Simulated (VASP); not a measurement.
A run of VASP 6.6.1 is set up as follows.

INCAR

```
PREC     = Accurate       # precision mode
ENCUT    = 600            # plane-wave cutoff, eV
EDIFF    = 1E-7           # SCF threshold, eV
ISMEAR   = 0              # smearing method
SIGMA    = 0.1            # smearing width, eV
LREAL    = False          # projectors in reciprocal space
LASPH    = True           # aspherical terms in the spheres
NELM     = 150            # most SCF steps
ALGO     = Normal         # electronic algorithm
ISIF     = 3              # what is computed and relaxed
LWAVE    = False          # write WAVECAR
LCHARG   = False          # write CHGCAR
ISPIN    = 2              # spin polarisation
MAGMOM   = 3 3 0          # initial moments
LORBIT   = 11             # projections on sites
LMAXMIX  = 4              # l up to which the mixer works
GGA      = PE             # functional
IBRION   = 2              # ionic algorithm
NSW      = 90             # ionic steps
EDIFFG   = -0.04          # ionic threshold
```

The input KPOINTS:

```
regular mesh
0
Gamma
  4 4 6
```

File POSCAR:

```
Co2Si
1.0
    2.4562611900     -2.9082432600      0.0000000000
    2.4562611900      2.9082432600      0.0000000000
    0.0000000000      0.0000000000      3.0489513400
Co Si
2 1
Direct
    0.0000000000      0.5000000000      0.5000000000
    0.5000000000      0.0000000000      0.5000000000
    0.5000000000      0.5000000000      0.5000000000
```

Potentials or basis: VASP PAW PBE potentials, release 64 (Co, Si).

Run with:

```bash
$ cat potpaw_PBE.64/Co/POTCAR potpaw_PBE.64/Si/POTCAR > POTCAR
$ mpirun -np 1 vasp_std > vasp.out
```

Problem. Predict the net moment.

Solution. -2.70 μB per cell.

Problem. Predict the space group after relaxing (to 0.05 Å).

Solution. Cmmm (No. 65).

Problem. What does it give for the site moments?

Solution. Co -1.39; Si +0.03 μB.

Problem. Predict the relaxed volume.

Solution. 14.96 Å³/atom.

Stress tensor (GPa, compression positive):
```
-0.30  0.00  0.00
 0.00 -0.04  0.00
 0.00  0.00  0.17
```

Caveat: the k points lie up to 0.43 Å⁻¹ apart in the final cell.
